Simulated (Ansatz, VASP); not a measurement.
# Co3NiGe4: VASP beside Ansatz

```
CELL_PARAMETERS angstrom
3.28848 1.89861 2.69271
-3.28848 1.89861 2.69271
0.00000 -3.79721 2.69271
ATOMIC_POSITIONS crystal
Co 0.86018 0.36607 0.13503
Co 0.13503 0.86018 0.36607
Co 0.36607 0.13503 0.86018
Ni 0.63726 0.63726 0.63726
Ge 0.33714 0.33714 0.33714
Ge 0.16104 0.66013 0.84315
Ge 0.84315 0.16104 0.66013
Ge 0.66013 0.84315 0.16104
```

Alike in both runs: task single point; functional PBE; k mesh 6 × 6 × 6; occupations gaussian, width 0.1 eV; no spin polarisation.

```csv
,VASP,Ansatz
version,VASP 6.6.1,Ansatz 0.2.0
potentials or method,"VASP PAW PBE potentials, release 64 (Co, Ni, Ge_d), cutoff 520 eV","scalar-relativistic, plane waves, PAW"
valence electrons in the cell,93,125
```

|  | VASP | Ansatz | Ansatz less VASP |
| --- | --- | --- | --- |
| gap on the k mesh at the Fermi level (eV) | none | none | - |
| pressure (GPa) | 0.2 | 0.0 | -0.14 |
| rms of the force components (eV/Å) | 0.005 | 0.002 | -0.0027 |

Atom by atom the forces differ by 0.005 eV/Å (rms over components). A gap of «none» marks a metal or a gap that the smearing closes. VASP's potentials hold 93 valence electrons a cell and Ansatz's 125, so a difference there can come from the potentials and not from the codes.
